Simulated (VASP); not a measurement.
# CdS4 (P4/mmm) in VASP: relaxation of cell and atoms with PBE

Aim: the relaxation of cell and atoms of CdS4 with PBE.

Everything below comes from runs of VASP 6.6.1. Logs are shortened: lines on timing, memory, paths and dates and some standing lists are left out, and cuts for length are marked.

## Step 1: The cell of the first run

It takes space group P4/mmm (No. 123, tetragonal). The conventional cell has a = 4.832 Å, b = 4.832 Å, c = 5.014 Å, α = 90.00°, β = 90.00°, γ = 90.00°. Cd (site symmetry 4/mmm) has 8 S at 2.85 Å within 3.8 Å. S (site symmetry 2mm) has 1 S at 1.98 Å within 2.6 Å.

The cell was generated, and may not be a known phase.

## Step 2: Relaxation of cell and atoms, PBE

File INCAR:

```
PREC     = Accurate       # precision mode
ENCUT    = 600            # plane-wave cutoff, eV
EDIFF    = 1E-6           # SCF threshold, eV
ISMEAR   = 0              # smearing method
SIGMA    = 0.1            # smearing width, eV
LREAL    = False          # projectors in reciprocal space
LASPH    = True           # aspherical terms in the spheres
NELM     = 100            # most SCF steps
ALGO     = Fast           # electronic algorithm
ISIF     = 3              # what is computed and relaxed
LWAVE    = False          # write WAVECAR
LCHARG   = False          # write CHGCAR
GGA      = PE             # functional
IBRION   = 2              # ionic algorithm
NSW      = 100            # ionic steps
EDIFFG   = -0.01          # ionic threshold
```

File KPOINTS:

```
Automatic mesh
0
Gamma
  8 8 8
```

File POSCAR:

```
CdS4
1.0
    4.8322574364      0.0000000000      0.0000000000
    0.0000000000      4.8322574364      0.0000000000
    0.0000000000      0.0000000000      5.0142961376
Cd S
1 4
Direct
    0.0000000000      0.0000000000      0.5000000000
    0.0000000000      0.5000000000      0.1972820693
    0.5000000000      0.0000000000      0.1972820693
    0.0000000000      0.5000000000      0.8027179307
    0.5000000000      0.0000000000      0.8027179307
```

Potentials or basis: VASP PAW PBE potentials, release 64 (Cd, S).

On the command line:

```sh
cat potpaw_PBE.64/Cd/POTCAR potpaw_PBE.64/S/POTCAR > POTCAR
mpirun -np 1 vasp_std > vasp.out
```

OUTCAR:

```text
PREC = Accurate
   ENCUT = 600
   EDIFF = 1E-6
   ISMEAR = 0
   LREAL = False
   LASPH = True
   NELM = 100
   ISIF = 3
   GGA = PE
   IBRION = 2
   NSW = 100
   EDIFFG = -0.01

 ion  position               nearest neighbor table
   1  0.000  0.000  0.500-   2 2.85   3 2.85   4 2.85   5 2.85   2 2.85   4 2.85   3 2.85   5 2.85

   2  0.000  0.500  0.197-   4 1.98   1 2.85   1 2.85
   3  0.500  0.000  0.197-   5 1.98   1 2.85   1 2.85
   4  0.000  0.500  0.803-   2 1.98   1 2.85   1 2.85
   5  0.500  0.000  0.803-   3 1.98   1 2.85   1 2.85

  LATTYP: Found a simple tetragonal cell.
 ALAT       =     4.8322574364
 C/A-ratio  =     1.0376715652

  Lattice vectors:

 A1 = (   4.8322574364,   0.0000000000,   0.0000000000)
 A2 = (   0.0000000000,   4.8322574364,   0.0000000000)
 A3 = (   0.0000000000,   0.0000000000,   5.0142961376)

Analysis of symmetry for initial positions (statically):
=====================================================================
 Subroutine PRICEL returns:
 Original cell was already a primitive cell.

 Routine SETGRP: Setting up the symmetry group for a
 simple tetragonal supercell.

 Subroutine GETGRP returns: Found 16 space group operations
 (whereof 16 operations were pure point group operations)
 out of a pool of 16 trial point group operations.

The static configuration has the point symmetry D_4h.

Analysis of symmetry for dynamics (positions and initial velocities):
=====================================================================
 Subroutine PRICEL returns:
 Original cell was already a primitive cell.

 Routine SETGRP: Setting up the symmetry group for a
 simple tetragonal supercell.

 Subroutine GETGRP returns: Found 16 space group operations
 (whereof 16 operations were pure point group operations)
 out of a pool of 16 trial point group operations.

The dynamic configuration has the point symmetry D_4h.

 Subroutine INISYM returns: Found 16 space group operations
 (whereof 16 operations are pure point group operations),
 and found     1 'primitive' translations

----------------------------------------------------------------------------------------

                                     Primitive cell
[... 96 lines left out ...]
   NELM   =    100;   NELMIN=  2; NELMDL= -5     # of ELM steps
   EDIFF  = 0.1E-05   stopping-criterion for ELM
   LREAL  =      F    real-space projection
   EDIFFG = -.1E-01   stopping-criterion for IOM
   NSW    =    100    number of steps for IOM
   IBRION =      2    ionic relax: 0-MD 1-quasi-New 2-CG
   NFREE  =      1    steps in history (QN), initial steepest desc. (CG)
   ISIF   =      3    stress and relaxation
   ISYM   =      2    0-nonsym 1-usesym 2-fastsym
   POTIM  = 0.5000    time-step for ionic-motion
   TEBEG  =    0.0;   TEEND  =   0.0 temperature during run
   PSTRESS=    0.0 pullay stress
   NELECT =      36.0000    total number of electrons
   NUPDOWN=      -1.0000    fix difference up-down
   EMIN   =  10.00;   EMAX   =-10.00  energy-range for DOS
   EFERMI =   0.00;   METHOD = LEGACY
   ISMEAR =     0;   SIGMA  =   0.10  broadening in eV -4-tet -1-fermi 0-gaus
   EFERMI_NEDOS =   21; number of points for ismear=-14 and -15
   IALGO  =     68    algorithm
   IMIX   =      4    mixing-type and parameters
     AMIX     =   0.40;   BMIX     =  1.00
     AMIX_MAG =   1.60;   BMIX_MAG =  1.00
  volume/ion in A,a.u.               =      23.42       158.03
  Fermi-wavevector in a.u.,A,eV,Ry     =   1.104941  2.088035 16.611270  1.220894
  Thomas-Fermi vector in A             =   2.241421
   LORBIT       =      0    0 simple, 1 ext, 2 COOP (PROOUT), +10 PAW based schemes
   GGA     = PE    functional components
   LHFCALC =     F    Hartree Fock is set to
   AEXX    =    0.0000 exact exchange contribution
   IVDW    =     0    specifies the selected vdW correction
   LEPSILON=     F    determine dielectric tensor
   LRPA    =     F    only Hartree local field effects (RPA)
 conjugate gradient relaxation of ions
 non-spin polarized calculation
 RMM-DIIS sequential band-by-band and
 Gauss-broadening in eV      SIGMA  =   0.10
  energy-cutoff  :      600.00
  volume of cell :      117.09
 maximum number of plane-waves:      3988
 NGX is ok and might be reduce to    40
   NGX = 19   NGY = 19   NGZ = 21

--------------------------------------- Ionic step        1  -------------------------------------------

 number of electron      35.9999995 magnetization

 Free energy of the ion-electron system (eV)
  ---------------------------------------------------
  ext. energy  EPLUGINS =         0.00000000
  ---------------------------------------------------
  free energy    TOTEN  =       -16.76770893 eV

  energy without entropy =      -16.75503685  energy(sigma->0) =      -16.76137289

------------------------ aborting loop because EDIFF is reached ----------------------------------------

  FORCE on cell =-STRESS in cart. coord.  units (eV):
  Direction    XX          YY          ZZ          XY          YZ          ZX
  --------------------------------------------------------------------------------------
  -------------------------------------------------------------------------------------
  Total        0.0963239      0.0963239     -0.8677133      0.0000000      0.0000000      0.0000000
  in kB        1.3180581      1.3180581    -11.8734446      0.0000000      0.0000000      0.0000000
  external PRESSURE =      -3.0791094 kB  Pullay stress =       0.0000000 kB
[... 182 lines left out ...]
--------------------------------------- Ionic step        6  -------------------------------------------

 number of electron      35.9999997 magnetization

 Free energy of the ion-electron system (eV)
  ---------------------------------------------------
  ext. energy  EPLUGINS =         0.00000000
  ---------------------------------------------------
  free energy    TOTEN  =       -16.76982072 eV

  energy without entropy =      -16.75704153  energy(sigma->0) =      -16.76343113

 E-fermi :   3.2089     XC(G=0):  -9.1079

 val. band max:        3.2072884125   @ k =   0.3750   0.2500   0.1250
 cond. band min:       3.2386157468   @ k =   0.1250   0.1250   0.5000
 fundamental gap:      0.0313273343
 Fermi energy:         3.2089068957

 k-point     1 :       0.0000    0.0000    0.0000
  band No.  band energies     occupation
      1     -12.8817      2.00000
      2     -12.0667      2.00000
      3      -7.6229      2.00000
      4      -6.5918      2.00000
      5      -5.7672      2.00000
      6      -5.5695      2.00000
[... 589 lines left out ...]
     21       7.9582      0.00000
     22       8.0450      0.00000

 [... further k-points ...]
[... 5 lines left out ...]
  --------------------------------------------------------------------------------------
  -------------------------------------------------------------------------------------
  Total       -0.0131452     -0.0131452     -0.0072846      0.0000000     -0.0000000      0.0000000
  in kB       -0.1797368     -0.1797368     -0.0996030      0.0000000     -0.0000000      0.0000000
  external PRESSURE =      -0.1530255 kB  Pullay stress =       0.0000000 kB
[... 20 lines left out ...]
  FREE ENERGIE OF THE ION-ELECTRON SYSTEM (eV)
  ---------------------------------------------------
  free  energy   TOTEN  =       -16.7698207196 eV

  energy  without entropy=      -16.7570415312  energy(sigma->0) =      -16.76343113

 reached required accuracy - stopping structural energy minimisation
```

It took 19 min on 1 thread of Oxide Virtual Turin-like, shared host; peak memory 0.36 GiB.

What came out:

| Quantity | Value |
| --- | --- |
| Free energy | -16.7698 eV |
| Relaxed volume | 23.44 Å³/atom |
| Relaxed cell | a = 4.844 Å, b = 4.844 Å, c = 4.995 Å, α = 90.00°, β = 90.00°, γ = 90.00° |
| Space group after relaxing (to 0.1 Å) | P4/mmm (No. 123) |
| Energy gained by relaxing | 0.4 meV/atom |
| Ionic steps | 6 |
| Pressure after relaxing | 0.0 GPa |
| Largest force after relaxing | 0.010 eV/Å |
| Band gap on the k mesh | zero (bands 18 and 19 overlap by 1.58 eV) |

Forces in eV/Å, atoms in the order of the input:
```
Cd   0.000  0.000  0.000
S    0.000  0.000  0.010
S    0.000  0.000  0.010
S    0.000  0.000 -0.010
S    0.000  0.000 -0.010
```

Step by step:
```csv
step,energy change (eV),largest force (eV/Å),pressure (GPa),volume (Å³)
1,0.0000,0.1643,-0.31,117.09
2,0.0099,0.5004,1.04,116.32
3,-0.0019,0.0152,0.06,116.87
4,-0.0019,0.0188,0.06,116.86
5,-0.0020,0.0154,0.04,116.98
6,-0.0021,0.0098,-0.02,117.18
```

Final structure:
```cif
data_structure
_symmetry_space_group_name_H-M 'P 1'
_symmetry_Int_Tables_number 1
_cell_length_a 4.8435
_cell_length_b 4.8435
_cell_length_c 4.9948
_cell_angle_alpha 90.000
_cell_angle_beta 90.000
_cell_angle_gamma 90.000
_cell_volume 117.18
loop_
_atom_site_label
_atom_site_type_symbol
_atom_site_fract_x
_atom_site_fract_y
_atom_site_fract_z
_atom_site_occupancy
Cd1 Cd 0.00000 0.00000 0.50000 1
S1 S 0.00000 0.50000 0.19715 1
S2 S 0.50000 0.00000 0.19715 1
S3 S 0.00000 0.50000 0.80285 1
S4 S 0.50000 0.00000 0.80285 1
```

Levels at points of the mesh, in eV from the Fermi level:
| k point | band 16 | band 17 | band 18 | band 19 | band 20 | band 21 |
| --- | --- | --- | --- | --- | --- | --- |
| (0.00, 0.00, 0.00) | -1.00 | -1.00 | 0.33 | 0.81 | 0.81 | 3.96 |
| (0.50, 0.00, 0.00) | -1.29 | -0.33 | -0.21 | -0.17 | 1.34 | 4.46 |
| (0.50, 0.50, 0.00) | -2.22 | -1.46 | 0.65 | 0.68 | 1.22 | 4.67 |
| (0.00, 0.00, 0.50) | -2.41 | -2.41 | -0.61 | -0.05 | -0.05 | 2.34 |
| (0.50, 0.00, 0.50) | -3.30 | -2.31 | -1.25 | -0.94 | 1.31 | 1.41 |
| (0.50, 0.50, 0.50) | -2.40 | -2.00 | 0.44 | 0.65 | 1.35 | 1.35 |

The gap in the log of VASP goes by the Fermi energy; the results here count the filled bands.